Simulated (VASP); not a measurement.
Input of a VASP 6.6.1 run:

Contents of INCAR:

```
SYSTEM = Ba
  ALGO = Normal
  EDIFF = 1E-6
  ENCUT = 520
  GGA = PS
  ISIF = 2
  ISMEAR = -1
  LASPH = .True.
  LCHARG = .True.
  LELF = .True.
  LREAL = .False.
  LVHAR = .True.
  LWAVE = .False.
  NBANDS = 11
  NELM = 80
  PREC = Accurate
  SIGMA = 0.05
```

The input KPOINTS:

```
k-points
0
Gamma
  10 10 10
  0 0 0
```

POSCAR

```
Ba
1.0
   -2.4750000000      2.4750000000      2.5000000000
    2.4750000000     -2.4750000000      2.5000000000
    2.4750000000      2.4750000000     -2.5000000000
Ba
1
Direct
    0.0000000000      0.0000000000      0.0000000000
```

Potentials or basis: VASP PAW PBE potentials, release 64 (Ba_sv).

The run is started by

```bash
$ cat potpaw_PBE.64/Ba_sv/POTCAR > POTCAR
$ mpirun -np 1 vasp_std > vasp.out
```

Task: What does it give for the band gap on the k mesh?

Result: Zero (band 5 reaches 1.98 eV, above the bottom of band 6 at 1.06 eV).

Task: Predict the pressure.

Result: -0.4 GPa.

Caveat: the cell differs from its parent crystal (equal xx and yy strain of -1 %); the PAW data sets were made with another functional, which shifts forces and pressure a little; spin-orbit coupling is left out, which moves the levels of the heavy elements.
